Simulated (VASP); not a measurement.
# RuS (F-43m) in VASP: settings compared

Aim: see how the results for RuS move with the level of theory and the settings. Levels: PBE, PBEsol, LDA. Tasks: single point.

Everything below comes from runs of VASP 6.6.1. Logs are shortened: lines on timing, memory, paths and dates and some standing lists are left out, and cuts for length are marked.

**1. The cell of the first run**

Symmetry: F-43m, No. 216, cubic system. Conventional cell: a = 5.201 Å, b = 5.201 Å, c = 5.201 Å, α = 90.00°, β = 90.00°, γ = 90.00°. Within 3.0 Å of Ru (site symmetry -43m) lie 4 S at 2.25 Å. S (site symmetry -43m) has 4 Ru at 2.25 Å within 3.0 Å.

**2. Single point, PBE**

INCAR

```
PREC     = Accurate       # precision mode
ENCUT    = 520            # plane-wave cutoff, eV
EDIFF    = 1E-6           # SCF threshold, eV
ISMEAR   = 0              # smearing method
SIGMA    = 0.05           # smearing width, eV
LREAL    = F              # projectors in reciprocal space
LASPH    = T              # aspherical terms in the spheres
NELM     = 80             # most SCF steps
ALGO     = Normal         # electronic algorithm
ISIF     = 2              # what is computed and relaxed
LWAVE    = F              # write WAVECAR
LCHARG   = F              # write CHGCAR
GGA      = PE             # functional
NBANDS   = 17             # bands
```

KPOINTS

```
regular mesh
0
Gamma
  10 10 10
```

POSCAR

```
RuS
1.0
    0.0000000000      2.6005202394      2.6005202394
    2.6005202394      0.0000000000      2.6005202394
    2.6005202394      2.6005202394      0.0000000000
Ru S
1 1
Direct
    0.0000000000      0.0000000000      0.0000000000
    0.2500000000      0.2500000000      0.2500000000
```

Potentials or basis: VASP PAW PBE potentials, release 64 (Ru_pv, S).

Started as:

```
$ cat potpaw_PBE.64/Ru_pv/POTCAR potpaw_PBE.64/S/POTCAR > POTCAR
$ mpirun -np 1 vasp_std > vasp.out
```

OUTCAR:

```text
PREC = Accurate
   ENCUT = 520
   EDIFF = 1E-6
   ISMEAR = 0
   LREAL = F
   LASPH = T
   NELM = 80
   ISIF = 2
   GGA = PE

 ion  position               nearest neighbor table
   1  0.000  0.000  0.000-   2 2.25   2 2.25   2 2.25   2 2.25
   2  0.250  0.250  0.250-   1 2.25   1 2.25   1 2.25   1 2.25

  LATTYP: Found a face centered cubic cell.
 ALAT       =     5.2010404788

  Lattice vectors:

 A1 = (   0.0000000000,   2.6005202394,   2.6005202394)
 A2 = (   2.6005202394,   0.0000000000,   2.6005202394)
 A3 = (   2.6005202394,   2.6005202394,   0.0000000000)

Analysis of symmetry for initial positions (statically):
=====================================================================
 Subroutine PRICEL returns:
 Original cell was already a primitive cell.

 Routine SETGRP: Setting up the symmetry group for a
 face centered cubic supercell.

 Subroutine GETGRP returns: Found 24 space group operations
 (whereof 24 operations were pure point group operations)
 out of a pool of 48 trial point group operations.

The static configuration has the point symmetry T_d .

Analysis of symmetry for dynamics (positions and initial velocities):
=====================================================================
 Subroutine PRICEL returns:
 Original cell was already a primitive cell.

 Routine SETGRP: Setting up the symmetry group for a
 face centered cubic supercell.

 Subroutine GETGRP returns: Found 24 space group operations
 (whereof 24 operations were pure point group operations)
 out of a pool of 48 trial point group operations.

The dynamic configuration has the point symmetry T_d .

 Subroutine INISYM returns: Found 24 space group operations
 (whereof 24 operations are pure point group operations),
 and found     1 'primitive' translations

----------------------------------------------------------------------------------------

                                     Primitive cell

  volume of cell :      35.1731

  direct lattice vectors                    reciprocal lattice vectors
     0.000000000  2.600520239  2.600520239    -0.192269221  0.192269221  0.192269221
     2.600520239  0.000000000  2.600520239     0.192269221 -0.192269221  0.192269221
     2.600520239  2.600520239  0.000000000     0.192269221  0.192269221 -0.192269221

  length of vectors
     3.677690992  3.677690992  3.677690992     0.333020059  0.333020059  0.333020059

  position of ions in fractional coordinates (direct lattice)
     0.000000000  0.000000000  0.000000000
     0.250000000  0.250000000  0.250000000

  ion indices of the primitive-cell ions
   primitive index   ion index
                 1           1
                 2           2

----------------------------------------------------------------------------------------

 KPOINTS: regular mesh

Automatic generation of k-mesh.
 Grid dimensions read from file:
 generate k-points for:   10   10   10

 Generating k-lattice:

  Cartesian coordinates                     Fractional coordinates (reciprocal lattice)
    -0.019226922  0.019226922  0.019226922     0.100000000  0.000000000  0.000000000
     0.019226922 -0.019226922  0.019226922     0.000000000  0.100000000  0.000000000
     0.019226922  0.019226922 -0.019226922     0.000000000  0.000000000  0.100000000

  Length of vectors
     0.033302006  0.033302006  0.033302006

  Shift w.r.t. Gamma in fractional coordinates (k-lattice)
     0.000000000  0.000000000  0.000000000

 Subroutine IBZKPT returns following result:
 ===========================================

 Found     47 irreducible k-points:

 Following reciprocal coordinates:
            Coordinates               Weight
  0.000000  0.000000  0.000000      1.000000
  0.100000  0.000000  0.000000      8.000000
  0.200000  0.000000  0.000000      8.000000
  0.300000  0.000000  0.000000      8.000000
  0.400000  0.000000  0.000000      8.000000
  0.500000  0.000000  0.000000      4.000000
[... 16 lines left out ...]
  0.300000  0.300000  0.000000      6.000000
  0.400000  0.300000  0.000000     24.000000
 [... further k-points ...]
   k-points           NKPTS =     47   k-points in BZ     NKDIM =     47   number of bands    NBANDS=     17
   number of dos      NEDOS =    301   number of ions     NIONS =      2
   total plane-waves  NPLWV =  21952
   dimension x,y,z NGX =    28 NGY =   28 NGZ =   28
   dimension x,y,z NGXF=    56 NGYF=   56 NGZF=   56
   ions per type =               1   1
   NGX,Y,Z   is equivalent  to a cutoff of  12.66, 12.66, 12.66 a.u.
   NGXF,Y,Z  is equivalent  to a cutoff of  25.31, 25.31, 25.31 a.u.
 SYSTEM =  unknown system
   PREC   = accura    normal or accurate (medium, high low for compatibility)
   ISTART =      0    job   : 0-new  1-cont  2-samecut
   ICHARG =      2    charge: 1-file 2-atom 10-const
   ISPIN  =      1    spin polarized calculation?
   LNONCOLLINEAR =      F non collinear calculations
   LSORBIT =      F    spin-orbit coupling
   LASPH  =      T    aspherical Exc in radial PAW
   ENCUT  =  520.0 eV  38.22 Ry    6.18 a.u.   6.84  6.84  6.84*2*pi/ulx,y,z
   NELM   =     80;   NELMIN=  2; NELMDL= -5     # of ELM steps
   EDIFF  = 0.1E-05   stopping-criterion for ELM
   LREAL  =      F    real-space projection
   EDIFFG = 0.1E-04   stopping-criterion for IOM
   NSW    =      0    number of steps for IOM
   IBRION =     -1    ionic relax: 0-MD 1-quasi-New 2-CG
   NFREE  =      0    steps in history (QN), initial steepest desc. (CG)
   ISIF   =      2    stress and relaxation
   ISYM   =      2    0-nonsym 1-usesym 2-fastsym
   POTIM  = 0.5000    time-step for ionic-motion
   TEBEG  =    0.0;   TEEND  =   0.0 temperature during run
   PSTRESS=    0.0 pullay stress
   NELECT =      20.0000    total number of electrons
   NUPDOWN=      -1.0000    fix difference up-down
   EMIN   =  10.00;   EMAX   =-10.00  energy-range for DOS
   EFERMI =   0.00;   METHOD = LEGACY
   ISMEAR =     0;   SIGMA  =   0.05  broadening in eV -4-tet -1-fermi 0-gaus
   EFERMI_NEDOS =   21; number of points for ismear=-14 and -15
   IALGO  =     38    algorithm
   IMIX   =      4    mixing-type and parameters
     AMIX     =   0.40;   BMIX     =  1.00
     AMIX_MAG =   1.60;   BMIX_MAG =  1.00
  volume/ion in A,a.u.               =      17.59       118.68
  Fermi-wavevector in a.u.,A,eV,Ry     =   1.356276  2.562989 25.027690  1.839483
  Thomas-Fermi vector in A             =   2.483292
   LORBIT       =      0    0 simple, 1 ext, 2 COOP (PROOUT), +10 PAW based schemes
   GGA     = PE    functional components
   LHFCALC =     F    Hartree Fock is set to
   AEXX    =    0.0000 exact exchange contribution
   IVDW    =     0    specifies the selected vdW correction
   LEPSILON=     F    determine dielectric tensor
   LRPA    =     F    only Hartree local field effects (RPA)
 non-spin polarized calculation
 Gauss-broadening in eV      SIGMA  =   0.05
  energy-cutoff  :      520.00
  volume of cell :       35.17
 maximum number of plane-waves:       962
   NGX = 13   NGY = 13   NGZ = 13

 number of electron      19.9999998 magnetization

 Free energy of the ion-electron system (eV)
  ---------------------------------------------------
  ext. energy  EPLUGINS =         0.00000000
  ---------------------------------------------------
  free energy    TOTEN  =       -13.65882801 eV

  energy without entropy =      -13.65674956  energy(sigma->0) =      -13.65778878

 E-fermi :   8.0923     XC(G=0): -11.1488

 val. band max:        8.0754893676   @ k =  -0.3000   0.4000   0.1000
 cond. band min:       8.1107770441   @ k =   0.4000   0.3000   0.1000
 fundamental gap:      0.0352876765
 Fermi energy:         8.0923195680

 k-point     1 :       0.0000    0.0000    0.0000
  band No.  band energies     occupation
      1     -34.7833      2.00000
      2     -34.7833      2.00000
      3     -34.7833      2.00000
      4      -7.2710      2.00000
      5       1.9200      2.00000
      6       1.9200      2.00000
[... 9 lines left out ...]
     16      16.0511      0.00000
     17      19.2259      0.00000

 k-point     2 :       0.1000    0.0000    0.0000
  band No.  band energies     occupation
      1     -34.7880      2.00000
      2     -34.7841      2.00000
      3     -34.7841      2.00000
      4      -7.1910      2.00000
      5       1.8322      2.00000
      6       1.9722      2.00000
[... 9 lines left out ...]
     16      16.1803      0.00000
     17      19.2261      0.00000

 k-point     3 :       0.2000    0.0000    0.0000
  band No.  band energies     occupation
      1     -34.8004      2.00000
      2     -34.7859      2.00000
      3     -34.7859      2.00000
      4      -6.9778      2.00000
      5       1.6581      2.00000
      6       2.1024      2.00000
[... 9 lines left out ...]
     16      16.5187      0.00000
     17      19.2261      0.00000

 k-point     4 :       0.3000    0.0000    0.0000
  band No.  band energies     occupation
      1     -34.8155      2.00000
      2     -34.7883      2.00000
      3     -34.7883      2.00000
      4      -6.7072      2.00000
      5       1.5560      2.00000
      6       2.2455      2.00000
[... 9 lines left out ...]
     16      16.8745      0.00000
     17      19.2261      0.00000

 k-point     5 :       0.4000    0.0000    0.0000
  band No.  band energies     occupation
      1     -34.8277      2.00000
      2     -34.7901      2.00000
      3     -34.7901      2.00000
      4      -6.4831      2.00000
      5       1.5850      2.00000
      6       2.3410      2.00000
[... 9 lines left out ...]
     16      17.0687      0.00000
     17      19.2260      0.00000

 k-point     6 :       0.5000    0.0000    0.0000
  band No.  band energies     occupation
      1     -34.8323      2.00000
      2     -34.7908      2.00000
      3     -34.7908      2.00000
      4      -6.3965      2.00000
      5       1.6321      2.00000
      6       2.3716      2.00000
[... 9 lines left out ...]
     16      17.1196      0.00000
     17      19.2260      0.00000

 k-point     7 :       0.1000    0.1000    0.0000
  band No.  band energies     occupation
      1     -34.7881      2.00000
      2     -34.7851      2.00000
      3     -34.7851      2.00000
      4      -7.1643      2.00000
      5       1.7694      2.00000
      6       2.0096      2.00000
[... 9 lines left out ...]
     16      16.2974      0.00000
     17      19.2268      0.00000

 k-point     8 :       0.2000    0.1000    0.0000
  band No.  band energies     occupation
      1     -34.7972      2.00000
      2     -34.7872      2.00000
      3     -34.7865      2.00000
      4      -6.9954      2.00000
      5       1.6160      2.00000
      6       2.1181      2.00000
[... 9 lines left out ...]
     16      16.6470      0.00000
     17      19.2276      0.00000
[... 203 lines left out ...]
      1     -34.8268      2.00000
      2     -34.7999      2.00000
      3     -34.7945      2.00000
      4      -6.3013      2.00000
      5       1.6006      2.00000
      6       2.4445      2.00000
[... 9 lines left out ...]
     16      17.6915      0.00000
     17      19.2270      0.00000

 k-point    20 :      -0.4000    0.2000    0.0000
  band No.  band energies     occupation
      1     -34.8270      2.00000
      2     -34.8023      2.00000
      3     -34.7932      2.00000
      4      -6.2836      2.00000
      5       1.8202      2.00000
      6       2.2681      2.00000
[... 9 lines left out ...]
     16      17.9064      0.00000
     17      19.2269      0.00000

 k-point    21 :      -0.3000    0.2000    0.0000
  band No.  band energies     occupation
      1     -34.8216      2.00000
      2     -34.8015      2.00000
      3     -34.7908      2.00000
      4      -6.4039      2.00000
      5       1.7775      2.00000
      6       2.1756      2.00000
[... 9 lines left out ...]
     16      17.0921      0.00000
     17      19.2267      0.00000

 k-point    22 :      -0.2000    0.2000    0.0000
  band No.  band energies     occupation
      1     -34.8138      2.00000
      2     -34.7969      2.00000
      3     -34.7882      2.00000
      4      -6.6148      2.00000
      5       1.6087      2.00000
      6       2.2188      2.00000
[... 9 lines left out ...]
     16      16.9218      0.00000
     17      19.2268      0.00000

 k-point    23 :       0.3000    0.3000    0.0000
  band No.  band energies     occupation
      1     -34.8155      2.00000
      2     -34.7951      2.00000
      3     -34.7951      2.00000
      4      -6.5198      2.00000
      5       1.1540      2.00000
      6       2.6752      2.00000
[... 9 lines left out ...]
     16      18.4067      0.00000
     17      18.5079      0.00000

 k-point    24 :       0.4000    0.3000    0.0000
  band No.  band energies     occupation
      1     -34.8225      2.00000
      2     -34.7986      2.00000
      3     -34.7972      2.00000
      4      -6.3434      2.00000
      5       1.1355      2.00000
      6       2.8316      2.00000
[... 9 lines left out ...]
     16      18.6101      0.00000
     17      19.8651      0.00000

 [... further k-points ...]
[... 5 lines left out ...]
  --------------------------------------------------------------------------------------
  -------------------------------------------------------------------------------------
  Total       -0.0404275     -0.0404275     -0.0404275      0.0000000      0.0000000      0.0000000
  in kB       -1.8415192     -1.8415192     -1.8415192      0.0000000      0.0000000      0.0000000
  external PRESSURE =      -1.8415192 kB  Pullay stress =       0.0000000 kB

 VOLUME and BASIS-vectors are now :
 -----------------------------------------------------------------------------
  energy-cutoff  :      520.00
  volume of cell :       35.17
      direct lattice vectors                 reciprocal lattice vectors
     0.000000000  2.600520239  2.600520239    -0.192269221  0.192269221  0.192269221
     2.600520239  0.000000000  2.600520239     0.192269221 -0.192269221  0.192269221
     2.600520239  2.600520239  0.000000000     0.192269221  0.192269221 -0.192269221

 POSITION                                       TOTAL-FORCE (eV/Angst)
 -----------------------------------------------------------------------------------
      0.00000      0.00000      0.00000        -0.000000     -0.000000     -0.000000
      1.30026      1.30026      1.30026         0.000000      0.000000      0.000000
 -----------------------------------------------------------------------------------
    total drift:                               -0.000000     -0.000000     -0.000001

  FREE ENERGIE OF THE ION-ELECTRON SYSTEM (eV)
  ---------------------------------------------------
  free  energy   TOTEN  =       -13.6588280067 eV

  energy  without entropy=      -13.6567495619  energy(sigma->0) =      -13.65778878
```

It took 40 s on 1 thread of Intel Xeon Platinum 8375C at 2.90GHz (Ice Lake), shared host; peak memory 0.17 GiB.

What came out:

- Free energy: -13.6588 eV
- Pressure: -0.2 GPa
- Band gap on the k mesh: zero (band 10 reaches 10.49 eV, above the bottom of band 11 at 7.59 eV)

**3. Single point, PBEsol**

INCAR

```
SYSTEM = RuS
PREC = Accurate
ENCUT = 520
EDIFF = 1E-7
ISMEAR = 0
SIGMA = 0.05
LREAL = .FALSE.
LASPH = .TRUE.
NELM = 100
ALGO = Normal
ISIF = 2
LWAVE = .FALSE.
LCHARG = .FALSE.
GGA = PS
NBANDS = 17
```

KPOINTS

```
Automatic mesh
0
G
  10 10 10
  0 0 0
```

POSCAR is that of step 2.

Potentials or basis: VASP PAW PBE potentials, release 64 (Ru_pv, S).

Started as:

```
$ cat potpaw_PBE.64/Ru_pv/POTCAR potpaw_PBE.64/S/POTCAR > POTCAR
$ mpirun -np 1 vasp_std > vasp.out
```

OUTCAR:

```text
SYSTEM = RuS
   PREC = Accurate
   ENCUT = 520
   EDIFF = 1E-7
   ISMEAR = 0
   LREAL = .FALSE.
   LASPH = .TRUE.
   NELM = 100
   ISIF = 2
   GGA = PS

 ion  position               nearest neighbor table
   1  0.000  0.000  0.000-   2 2.25   2 2.25   2 2.25   2 2.25
   2  0.250  0.250  0.250-   1 2.25   1 2.25   1 2.25   1 2.25

  LATTYP: Found a face centered cubic cell.
 ALAT       =     5.2010404788

  Lattice vectors:

 A1 = (   0.0000000000,   2.6005202394,   2.6005202394)
 A2 = (   2.6005202394,   0.0000000000,   2.6005202394)
 A3 = (   2.6005202394,   2.6005202394,   0.0000000000)
[... 647 lines left out ...]
      4      -6.4300      2.00000
      5       0.9834      2.00000
      6       2.7052      2.00000
[... 9 lines left out ...]
     16      18.4649      0.00000
     17      19.3300      0.00000

 [... further k-points ...]
[... 5 lines left out ...]
  --------------------------------------------------------------------------------------
  -------------------------------------------------------------------------------------
  Total       -1.2373784     -1.2373784     -1.2373784     -0.0000000      0.0000000      0.0000000
  in kB      -56.3640786    -56.3640786    -56.3640786     -0.0000000      0.0000000      0.0000000
  external PRESSURE =     -56.3640786 kB  Pullay stress =       0.0000000 kB

 VOLUME and BASIS-vectors are now :
 -----------------------------------------------------------------------------
  energy-cutoff  :      520.00
  volume of cell :       35.17
      direct lattice vectors                 reciprocal lattice vectors
     0.000000000  2.600520239  2.600520239    -0.192269221  0.192269221  0.192269221
     2.600520239  0.000000000  2.600520239     0.192269221 -0.192269221  0.192269221
     2.600520239  2.600520239  0.000000000     0.192269221  0.192269221 -0.192269221

 POSITION                                       TOTAL-FORCE (eV/Angst)
 -----------------------------------------------------------------------------------
      0.00000      0.00000      0.00000        -0.000000      0.000000      0.000000
      1.30026      1.30026      1.30026         0.000000     -0.000000     -0.000000
 -----------------------------------------------------------------------------------
    total drift:                               -0.000000     -0.000000     -0.000001

  FREE ENERGIE OF THE ION-ELECTRON SYSTEM (eV)
  ---------------------------------------------------
  free  energy   TOTEN  =       -14.8851990583 eV

  energy  without entropy=      -14.8832078714  energy(sigma->0) =      -14.88420346
```

stdout:

```text
POSCAR found type information on POSCAR RuS
 POSCAR found :  2 types and       2 ions
 scaLAPACK will be used
 -----------------------------------------------------------------------------
|                                                                             |
|                                                                             |
|     You enforced a specific xc type in the INCAR file but a different       |
|     I HOPE YOU KNOW WHAT YOU ARE DOING!                                     |
|                                                                             |
 -----------------------------------------------------------------------------

 LDA part: xc-table for (Slater+PW92), standard interpolation
 POSCAR, INCAR and KPOINTS ok, starting setup
 FFT: planning ... GRIDC
 FFT: planning ... GRID_SOFT
 FFT: planning ... GRID
 WAVECAR not read
 entering main loop
```

Wall time 39 s (1 thread of Intel Xeon Platinum 8375C at 2.90GHz (Ice Lake), shared host); peak memory 0.17 GiB.

Results:

```
Free energy            : -14.8852 eV
Pressure               : -5.6 GPa
Band gap on the k mesh : zero (band 10 reaches 10.28 eV, above the bottom of band 11 at 7.44 eV)
```

Caveat: the PAW data sets were made with another functional, which shifts forces and pressure a little.

[end of part 1 of 2]
